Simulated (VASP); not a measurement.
# W (Im-3m) in VASP: relaxation of cell and atoms with PBE

Aim: the relaxation of cell and atoms of W with PBE.

Everything below comes from runs of VASP 6.6.1. Logs are shortened: lines on timing, memory, paths and dates and some standing lists are left out, and cuts for length are marked.

### Step 1. The cell of the first run

It takes space group Im-3m (No. 229, cubic). The conventional cell has a = 2.684 Å, b = 2.684 Å, c = 2.684 Å, α = 90.00°, β = 90.00°, γ = 90.00°. W (site symmetry m-3m) has 14 W at 2.32 to 2.68 Å within 3.1 Å.

### Step 2. Relaxation of cell and atoms, PBE, target pressure 430 GPa, at which the enthalpy is minimised

INCAR

```
SYSTEM = W
PREC = Accurate
ENCUT = 600
EDIFF = 1E-6
ISMEAR = -1
SIGMA = 0.05
LREAL = .FALSE.
LASPH = .TRUE.
NELM = 100
ALGO = Normal
ISIF = 3
LWAVE = .FALSE.
LCHARG = .FALSE.
GGA = PE
IBRION = 2
NSW = 32
EDIFFG = -0.005
PSTRESS = 4300.0
```

KPOINTS

```
regular mesh
0
G
  20 20 20
  0 0 0
```

POSCAR

```
W
1.0
   -1.3421465761      1.3421465761      1.3421465761
    1.3421465761     -1.3421465761      1.3421465761
    1.3421465761      1.3421465761     -1.3421465761
W
1
Direct
    0.0000000000      0.0000000000      0.0000000000
```

Potentials or basis: VASP PAW PBE potentials, release 64 (W_sv).

Run with:

```sh
cat potpaw_PBE.64/W_sv/POTCAR > POTCAR
mpirun -np 1 vasp_std > vasp.out
```

OUTCAR:

```text
SYSTEM = W
   PREC = Accurate
   ENCUT = 600
   EDIFF = 1E-6
   ISMEAR = -1
   LREAL = .FALSE.
   LASPH = .TRUE.
   NELM = 100
   ISIF = 3
   GGA = PE
   IBRION = 2
   NSW = 32
   EDIFFG = -0.005
   PSTRESS = 4300.0

 ion  position               nearest neighbor table
   1  0.000  0.000  0.000-

  LATTYP: Found a body centered cubic cell.
 ALAT       =     2.6842931522

  Lattice vectors:

 A1 = (  -1.3421465761,   1.3421465761,   1.3421465761)
 A2 = (   1.3421465761,  -1.3421465761,   1.3421465761)
 A3 = (   1.3421465761,   1.3421465761,  -1.3421465761)

Analysis of symmetry for initial positions (statically):
=====================================================================
 Subroutine PRICEL returns:
 Original cell was already a primitive cell.

 Routine SETGRP: Setting up the symmetry group for a
 body centered cubic supercell.

 Subroutine GETGRP returns: Found 48 space group operations
 (whereof 48 operations were pure point group operations)
 out of a pool of 48 trial point group operations.

The static configuration has the point symmetry O_h .

Analysis of symmetry for dynamics (positions and initial velocities):
=====================================================================
 Subroutine PRICEL returns:
 Original cell was already a primitive cell.

 Routine SETGRP: Setting up the symmetry group for a
 body centered cubic supercell.

 Subroutine GETGRP returns: Found 48 space group operations
 (whereof 48 operations were pure point group operations)
 out of a pool of 48 trial point group operations.

The dynamic configuration has the point symmetry O_h .

 Subroutine INISYM returns: Found 48 space group operations
 (whereof 48 operations are pure point group operations),
 and found     1 'primitive' translations

----------------------------------------------------------------------------------------

                                     Primitive cell

  volume of cell :       9.6707

  direct lattice vectors                    reciprocal lattice vectors
    -1.342146576  1.342146576  1.342146576     0.000000000  0.372537552  0.372537552
     1.342146576 -1.342146576  1.342146576     0.372537552  0.000000000  0.372537552
     1.342146576  1.342146576 -1.342146576     0.372537552  0.372537552  0.000000000

  length of vectors
     2.324666061  2.324666061  2.324666061     0.526847659  0.526847659  0.526847659

  position of ions in fractional coordinates (direct lattice)
     0.000000000  0.000000000  0.000000000

  ion indices of the primitive-cell ions
   primitive index   ion index
                 1           1

----------------------------------------------------------------------------------------

 KPOINTS: regular mesh

Automatic generation of k-mesh.
 Grid dimensions read from file:
 generate k-points for:   20   20   20

 Generating k-lattice:

  Cartesian coordinates                     Fractional coordinates (reciprocal lattice)
     0.000000000  0.018626878  0.018626878     0.050000000  0.000000000  0.000000000
     0.018626878  0.000000000  0.018626878     0.000000000  0.050000000  0.000000000
     0.018626878  0.018626878  0.000000000     0.000000000  0.000000000  0.050000000

  Length of vectors
     0.026342383  0.026342383  0.026342383

  Shift w.r.t. Gamma in fractional coordinates (k-lattice)
     0.000000000  0.000000000  0.000000000

 Subroutine IBZKPT returns following result:
 ===========================================

 Found    256 irreducible k-points:

 Following reciprocal coordinates:
            Coordinates               Weight
  0.000000  0.000000  0.000000      1.000000
  0.050000  0.000000  0.000000     12.000000
  0.100000  0.000000  0.000000     12.000000
  0.150000  0.000000  0.000000     12.000000
  0.200000  0.000000  0.000000     12.000000
  0.250000  0.000000  0.000000     12.000000
[... 16 lines left out ...]
  0.200000  0.100000 -0.000000     48.000000
  0.250000  0.100000  0.000000     48.000000
 [... further k-points ...]
   k-points           NKPTS =    256   k-points in BZ     NKDIM =    256   number of bands    NBANDS=     11
   number of dos      NEDOS =    301   number of ions     NIONS =      1
   total plane-waves  NPLWV =   8000
   dimension x,y,z NGX =    20 NGY =   20 NGZ =   20
   dimension x,y,z NGXF=    40 NGYF=   40 NGZF=   40
   ions per type =               1
   NGX,Y,Z   is equivalent  to a cutoff of  14.30, 14.30, 14.30 a.u.
   NGXF,Y,Z  is equivalent  to a cutoff of  28.61, 28.61, 28.61 a.u.
 SYSTEM =  W
   PREC   = accura    normal or accurate (medium, high low for compatibility)
   ISTART =      0    job   : 0-new  1-cont  2-samecut
   ICHARG =      2    charge: 1-file 2-atom 10-const
   ISPIN  =      1    spin polarized calculation?
   LNONCOLLINEAR =      F non collinear calculations
   LSORBIT =      F    spin-orbit coupling
   LASPH  =      T    aspherical Exc in radial PAW
   ENCUT  =  600.0 eV  44.10 Ry    6.64 a.u.   4.64  4.64  4.64*2*pi/ulx,y,z
   NELM   =    100;   NELMIN=  2; NELMDL= -5     # of ELM steps
   EDIFF  = 0.1E-05   stopping-criterion for ELM
   LREAL  =      F    real-space projection
   EDIFFG = -.5E-02   stopping-criterion for IOM
   NSW    =     32    number of steps for IOM
   IBRION =      2    ionic relax: 0-MD 1-quasi-New 2-CG
   NFREE  =      1    steps in history (QN), initial steepest desc. (CG)
   ISIF   =      3    stress and relaxation
   ISYM   =      2    0-nonsym 1-usesym 2-fastsym
   POTIM  = 0.5000    time-step for ionic-motion
   TEBEG  =    0.0;   TEEND  =   0.0 temperature during run
   PSTRESS= 4300.0 pullay stress
   NELECT =      14.0000    total number of electrons
   NUPDOWN=      -1.0000    fix difference up-down
   EMIN   =  10.00;   EMAX   =-10.00  energy-range for DOS
   EFERMI =   0.00;   METHOD = LEGACY
   ISMEAR =    -1;   SIGMA  =   0.05  broadening in eV -4-tet -1-fermi 0-gaus
   EFERMI_NEDOS =   21; number of points for ismear=-14 and -15
   IALGO  =     38    algorithm
   IMIX   =      4    mixing-type and parameters
     AMIX     =   0.40;   BMIX     =  1.00
     AMIX_MAG =   1.60;   BMIX_MAG =  1.00
  volume/ion in A,a.u.               =       9.67        65.26
  Fermi-wavevector in a.u.,A,eV,Ry     =   1.851957  3.499691 46.664510  3.429745
  Thomas-Fermi vector in A             =   2.901812
   LORBIT       =      0    0 simple, 1 ext, 2 COOP (PROOUT), +10 PAW based schemes
   GGA     = PE    functional components
   LHFCALC =     F    Hartree Fock is set to
   AEXX    =    0.0000 exact exchange contribution
   IVDW    =     0    specifies the selected vdW correction
   LEPSILON=     F    determine dielectric tensor
   LRPA    =     F    only Hartree local field effects (RPA)
 conjugate gradient relaxation of ions
 non-spin polarized calculation
  energy-cutoff  :      600.00
  volume of cell :        9.67
 maximum number of plane-waves:       336
   NGX =  9   NGY =  9   NGZ =  9

--------------------------------------- Ionic step        1  -------------------------------------------

 number of electron      13.9999999 magnetization

 Free energy of the ion-electron system (eV)
  ---------------------------------------------------
  ext. energy  EPLUGINS =         0.00000000
  ---------------------------------------------------
  free energy    TOTEN  =        -7.10399723 eV

  energy without entropy =       -7.09939710  energy(sigma->0) =       -7.10169716

------------------------ aborting loop because EDIFF is reached ----------------------------------------

  FORCE on cell =-STRESS in cart. coord.  units (eV):
  Direction    XX          YY          ZZ          XY          YZ          ZX
  --------------------------------------------------------------------------------------
  -------------------------------------------------------------------------------------
  Total       26.8301062     26.8301062     26.8301062      0.0000000      0.0000000      0.0000000
  in kB     4445.0140627   4445.0140627   4445.0140627      0.0000000      0.0000000      0.0000000
  external PRESSURE =     145.0140627 kB  Pullay stress =    4300.0000000 kB
[... 96 lines left out ...]
  enthalpy is  TOTEN    =        18.8472533682 eV   P V=       26.1904351988

--------------------------------------- Ionic step        4  -------------------------------------------

 number of electron      13.9999998 magnetization

 Free energy of the ion-electron system (eV)
  ---------------------------------------------------
  ext. energy  EPLUGINS =         0.00000000
  ---------------------------------------------------
  free energy    TOTEN  =        -7.32258201 eV

  energy without entropy =       -7.31775933  energy(sigma->0) =       -7.32017067

 E-fermi :  20.3194     XC(G=0): -16.6227

 val. band max:       20.3035018950   @ k =  -0.2000   0.2000   0.2000
 cond. band min:      20.3301027966   @ k =  -0.3500   0.3500   0.2500
 fundamental gap:      0.0266009016
 Fermi energy:        20.3194067696

 k-point     1 :       0.0000    0.0000    0.0000
  band No.  band energies     occupation
      1     -54.5826      2.00000
      2     -16.2214      2.00000
      3     -16.2214      2.00000
      4     -16.2214      2.00000
      5       8.3846      2.00000
      6      17.4021      2.00000
      7      17.4021      2.00000
      8      17.4021      2.00000
      9      23.2120      0.00000
     10      23.2120      0.00000
     11      35.1918      0.00000
[... 309 lines left out ...]
 k-point    24 :       0.2500    0.1000    0.0000
  band No.  band energies     occupation
      1     -53.9174      2.00000
      2     -20.0291      2.00000
      3     -17.4592      2.00000
      4     -16.5000      2.00000
      5      11.6757      2.00000
      6      14.4141      2.00000
      7      17.7058      2.00000
      8      22.0717      0.00000
      9      24.7848      0.00000
     10      26.0020      0.00000
     11      37.3975      0.00000

 [... further k-points ...]

------------------------ aborting loop because EDIFF is reached ----------------------------------------

  FORCE on cell =-STRESS in cart. coord.  units (eV):
  Direction    XX          YY          ZZ          XY          YZ          ZX
  --------------------------------------------------------------------------------------
  -------------------------------------------------------------------------------------
  Total       26.1677106     26.1677106     26.1677106      0.0000000      0.0000000      0.0000000
  in kB     4299.6567620   4299.6567620   4299.6567620      0.0000000      0.0000000      0.0000000
  external PRESSURE =      -0.3432380 kB  Pullay stress =    4300.0000000 kB
[... 16 lines left out ...]
  FREE ENERGIE OF THE ION-ELECTRON SYSTEM (eV)
  ---------------------------------------------------
  free  energy   TOTEN  =        -7.3225820068 eV

  energy  without entropy=       -7.3177593320  energy(sigma->0) =       -7.32017067

  enthalpy is  TOTEN    =        18.8472175837 eV   P V=       26.1697995905

 reached required accuracy - stopping structural energy minimisation
```

Wall time 2 min (1 thread of Intel Xeon 8259CL, shared host); peak memory 0.16 GiB.

What came out:

- Free energy: -7.3226 eV
- Relaxed volume: 9.75 Å³/atom
- Relaxed cell: a = 2.331 Å, b = 2.331 Å, c = 2.331 Å, α = 109.47°, β = 109.47°, γ = 109.47°
- Space group after relaxing (to 0.1 Å): Im-3m (No. 229)
- Energy change on relaxing (the run minimises the enthalpy): -218.6 meV/atom
- Ionic steps: 4
- Pressure after relaxing: 430.0 GPa
- Band gap on the k mesh: zero (bands 7 and 8 overlap by 12.15 eV)

The path:
```tsv
step	energy change (eV)	largest force (eV/Å)	pressure (GPa)	volume (Å³)
1	0.0000	0.0000	444.50	9.67
2	-2.7645	0.0000	263.82	10.95
3	-0.2392	0.0000	428.62	9.76
4	-0.2186	0.0000	429.97	9.75
```

Final structure:
```xyz
1
Lattice="-1.3458 1.3458 1.3458 1.3458 -1.3458 1.3458 1.3458 1.3458 -1.3458" Properties=species:S:1:pos:R:3 pbc="T T T"
W     0.0000    0.0000    0.0000
```

Levels at points of the mesh, in eV from the Fermi level:
| k point | band 3 | band 4 | band 5 | band 6 | band 7 | band 8 | band 9 | band 10 | band 11 |
| --- | --- | --- | --- | --- | --- | --- | --- | --- | --- |
| (0.00, 0.00, 0.00) | -36.54 | -36.54 | -11.93 | -2.92 | -2.92 | -2.92 | 2.89 | 2.89 | 14.87 |
| (0.50, 0.00, 0.00) | -38.19 | -36.67 | -10.63 | -7.27 | 3.52 | 4.11 | 5.18 | 11.49 | 12.22 |
| (0.50, 0.50, 0.50) | -40.12 | -40.12 | -11.55 | -11.55 | 9.23 | 9.23 | 9.23 | 13.50 | 13.50 |

Caveat: the cell is relaxed towards a set pressure, so the run minimises the enthalpy, not the energy; spin-orbit coupling is left out, which moves the levels of the heavy elements.
